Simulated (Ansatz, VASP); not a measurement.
# Two plane-wave programs on HfTi3N4

```
Hf Ti N
1.0
     4.34186    0.00000    0.00000
     0.00000    4.34186    0.00000
     0.00000    0.00000    4.34186
Hf Ti N
1 3 4
Cartesian
  2.1709 2.1709 2.1709
  2.1709 0.0000 0.0000
  0.0000 0.0000 2.1709
  0.0000 2.1709 0.0000
  0.0000 2.1709 2.1709
  2.1709 2.1709 0.0000
  0.0000 0.0000 0.0000
  2.1709 0.0000 2.1709
```

Alike in both runs: functional PBE; k mesh 10 × 10 × 10; occupations gaussian, width 0.1 eV; no spin polarisation.

Ansatz relaxed the structure, and its values are those at the end. VASP's run is a single point on that final structure, the one shown.

|  | VASP | Ansatz |
| --- | --- | --- |
| version | VASP 6.6.1 | Ansatz 0.2.0 |
| potentials or method | VASP PAW PBE potentials, release 64 (Hf_pv, Ti_sv, N), cutoff 520 eV | scalar-relativistic, plane waves, PAW |
| valence electrons in the cell | 66 | 82 |

```csv
,VASP,Ansatz,Ansatz less VASP
gap on the k mesh at the Fermi level (eV),none,none,-
pressure (GPa),-0.3,0.0,+0.34
```

A gap of «none» marks a metal or a gap that the smearing closes. The functional is the same, so the differences come from potentials, cutoffs and numerics. VASP's potentials hold 66 valence electrons a cell and Ansatz's 82, so a difference there can come from the potentials and not from the codes.

Spin-orbit coupling is off throughout.
